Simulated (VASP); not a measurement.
# NiO2 (P-3m1) in VASP: a series of runs, part 2 of 2

VASP 6.6.1. Earlier steps stand in the parts before.

### 4 Single point, PBEsol

This run uses another cell than the first one, of the same volume but with other edges.

INCAR

```
  ALGO = Normal
  EDIFF = 1E-6
  ENCUT = 700
  GGA = PS
  GGA_COMPAT = F
  ISIF = 2
  ISMEAR = 0
  LASPH = T
  LCHARG = F
  LREAL = F
  LWAVE = F
  NBANDS = 22
  NELM = 120
  PREC = Accurate
  SIGMA = 0.05
```

KPOINTS

```
k-points
0
Gamma
  12 12 6
```

POSCAR

```
NiO2
1.0
    2.8624235356      0.0000000000      0.0000000000
   -1.4312117678      2.4789314982      0.0000000000
    0.0000000000      0.0000000000      4.7038205961
Ni O
1 2
Direct
    0.0000000000      0.0000000000      0.5000000000
    0.6666666667      0.3333333333      0.6499533987
    0.3333333333      0.6666666667      0.3500466013
```

Potentials or basis: VASP PAW PBE potentials, release 64 (Ni_sv_GW, O).

On the command line:

```bash
> cat potpaw_PBE.64/Ni_sv_GW/POTCAR potpaw_PBE.64/O/POTCAR > POTCAR
> mpirun -np 1 vasp_std > vasp.out
```

OUTCAR:

```text
EDIFF = 1E-6
   ENCUT = 700
   GGA = PS
   ISIF = 2
   ISMEAR = 0
   LASPH = T
   LREAL = F
   NELM = 120
   PREC = Accurate

 ion  position               nearest neighbor table
   1  0.000  0.000  0.500-   2 1.80   3 1.80   3 1.80   2 1.80   2 1.80   3 1.80
   2  0.667  0.333  0.650-   1 1.80   1 1.80   1 1.80
   3  0.333  0.667  0.350-   1 1.80   1 1.80   1 1.80

  LATTYP: Found a hexagonal cell.
 ALAT       =     2.8624235356
[... 795 lines left out ...]

  FORCE on cell =-STRESS in cart. coord.  units (eV):
  Direction    XX          YY          ZZ          XY          YZ          ZX
  --------------------------------------------------------------------------------------
  -------------------------------------------------------------------------------------
  Total        4.3277868      4.3277868      5.1329310      0.0000000      0.0000000      0.0000000
  in kB      207.7434186    207.7434186    246.3921352      0.0000000      0.0000000      0.0000000
  external PRESSURE =     220.6263241 kB  Pullay stress =       0.0000000 kB

 VOLUME and BASIS-vectors are now :
 -----------------------------------------------------------------------------
  energy-cutoff  :      700.00
  volume of cell :       33.38
      direct lattice vectors                 reciprocal lattice vectors
     2.862423536  0.000000000  0.000000000     0.349354310  0.201699805  0.000000000
    -1.431211768  2.478931498  0.000000000     0.000000000  0.403399610  0.000000000
     0.000000000  0.000000000  4.703820596     0.000000000  0.000000000  0.212593142

 POSITION                                       TOTAL-FORCE (eV/Angst)
 -----------------------------------------------------------------------------------
      0.00000      0.00000      2.35191         0.000000      0.000000      0.000000
      1.43121      0.82631      3.05726         0.000000      0.000000      3.804053
     -0.00000      1.65262      1.64656        -0.000000     -0.000000     -3.804053
 -----------------------------------------------------------------------------------
    total drift:                               -0.000000     -0.000000      0.000000

  FREE ENERGIE OF THE ION-ELECTRON SYSTEM (eV)
  ---------------------------------------------------
  free  energy   TOTEN  =       -19.0171470468 eV

  energy  without entropy=      -19.0171470468  energy(sigma->0) =      -19.01714705
```

stdout:

```text
POSCAR found type information on POSCAR NiO
 POSCAR found :  2 types and       3 ions
 scaLAPACK will be used
 -----------------------------------------------------------------------------
|                                                                             |
|                                                                             |
|     You enforced a specific xc type in the INCAR file but a different       |
|     I HOPE YOU KNOW WHAT YOU ARE DOING!                                     |
|                                                                             |
 -----------------------------------------------------------------------------

 LDA part: xc-table for (Slater+PW92), standard interpolation
 POSCAR, INCAR and KPOINTS ok, starting setup
 FFT: planning ... GRIDC
 FFT: planning ... GRID_SOFT
 FFT: planning ... GRID
 WAVECAR not read
 entering main loop
```

Run time: 86 s. Hardware: 1 thread of Intel Xeon Platinum 8488C (Sapphire Rapids), shared host; peak memory 0.27 GiB.

What came out:

| Item | Value |
| --- | --- |
| Free energy | -19.0171 eV |
| Pressure | 22.1 GPa |
| Largest force | 3.804 eV/Å |
| Band gap on the k mesh | 0.70 eV (least direct gap 1.12 eV) |

Forces on the atoms (eV/Å):
```
Ni   0.000  0.000  0.000
O    0.000  0.000  3.804
O    0.000  0.000 -3.804
```

Caveat: the cell differs from its parent crystal (atoms shifted along a free coordinate, c/a of the conventional cell at fixed volume 1.6433); the cell stands under pressure; the PAW data sets were made with another functional, which shifts forces and pressure a little; the run has no spin polarisation, though such a crystal can be magnetic. Spin polarisation is off, so any magnetic state and its effect on volume and gap are missing.

### 5 Single point, PBEsol (11.13 Å³/atom, c/a of the conventional cell at fixed volume 1.6790)

INCAR

```
SYSTEM = NiO2
  PREC = Accurate
  ENCUT = 700
  EDIFF = 1E-6
  ISMEAR = 0
  SIGMA = 0.05
  LREAL = .FALSE.
  LASPH = .TRUE.
  NELM = 120
  ALGO = Normal
  ISIF = 2
  LWAVE = .FALSE.
  LCHARG = .FALSE.
  GGA = PS
  NBANDS = 22
  GGA_COMPAT = .FALSE.
```

KPOINTS

```
Automatic mesh
0
G
  12 12 6
  0 0 0
```

POSCAR

```
NiO2
1.0
    2.8419904474      0.0000000000      0.0000000000
   -1.4209952237      2.4612359247      0.0000000000
    0.0000000000      0.0000000000      4.7717019612
Ni O
1 2
Direct
    0.0000000000      0.0000000000      0.5000000000
    0.6666666667      0.3333333333      0.6876599244
    0.3333333333      0.6666666667      0.3123400756
```

On the command line:

```bash
> cat potpaw_PBE.64/Ni_sv_GW/POTCAR potpaw_PBE.64/O/POTCAR > POTCAR
> mpirun -np 1 vasp_std > vasp.out
```

Wall time 2.2 min (1 thread of Intel Xeon Platinum 8488C (Sapphire Rapids), shared host); peak memory 0.27 GiB.

Results (log left out):

```
Free energy            : -19.7566 eV
Pressure               : -3.4 GPa
Largest force          : 0.236 eV/Å
Band gap on the k mesh : 0.94 eV (least direct gap 1.23 eV)
```

Forces on the atoms (eV/Å):
```
Ni   0.000  0.000  0.000
O    0.000  0.000  0.236
O    0.000  0.000 -0.236
```

Stress tensor (GPa, compression positive):
```
-5.82  0.00  0.00
 0.00 -5.82  0.00
 0.00  0.00  1.56
```

Levels at points of the mesh, in eV from the valence-band top:
| k point | band 13 | band 14 | band 15 | band 16 | band 17 | band 18 |
| --- | --- | --- | --- | --- | --- | --- |
| (0.00, 0.00, 0.00) | -1.26 | -0.96 | -0.25 | 2.21 | 2.21 | 7.26 |
| (0.50, 0.00, 0.00) | -1.83 | -1.68 | -1.05 | 1.44 | 2.15 | 12.25 |
| (0.00, 0.00, 0.50) | -1.27 | -1.27 | -0.05 | 2.23 | 2.23 | 9.23 |
| (0.50, 0.00, 0.50) | -1.68 | -1.56 | -1.11 | 1.43 | 2.10 | 11.47 |

Caveat: the cell differs from its parent crystal (c/a of the conventional cell at fixed volume 1.6790); the stress differs along the axes, from -6 to 2 GPa; the PAW data sets were made with another functional, which shifts forces and pressure a little; the run has no spin polarisation, though such a crystal can be magnetic. A k mesh can miss the band edges.

### 6 Overview

| cell | gap on the mesh (eV) | pressure (GPa) | largest force (eV/Å) |
| --- | --- | --- | --- |
| a = 2.748, b = 2.748, c = 5.104 Å, angles 90.0, 90.0, 120.0°, 3 atoms, atomic positions A | 1.14 | 2.5 | 0.10 |
| a = 2.748, b = 2.748, c = 5.104 Å, angles 90.0, 90.0, 120.0°, 3 atoms, atomic positions B | 1.17 | 11.9 | 1.24 |
| a = 2.862, b = 2.862, c = 4.704 Å, angles 90.0, 90.0, 120.0°, 3 atoms, atomic positions C | 0.70 | 22.1 | 3.80 |
| a = 2.842, b = 2.842, c = 4.772 Å, angles 90.0, 90.0, 120.0°, 3 atoms, atomic positions A | 0.94 | -3.4 | 0.24 |

Alike in all rows: task single point; level PBEsol; potentials or basis VASP PAW PBE potentials, release 64 (Ni_sv_GW, O); no spin polarisation; k mesh 12 × 12 × 6; cutoff (eV) 700; smearing gaussian 0.05 eV.

Caveats: the PAW data sets were made with another functional, which shifts forces and pressure a little; the run has no spin polarisation, though such a crystal can be magnetic; the cell stands under pressure (at least some runs); the stress differs along the axes, from -2 to 4 GPa (at least some runs); the stress differs along the axes, from -6 to 2 GPa (at least some runs).

Total energies depend on the potentials used, so only differences within one code and one set of settings carry meaning.
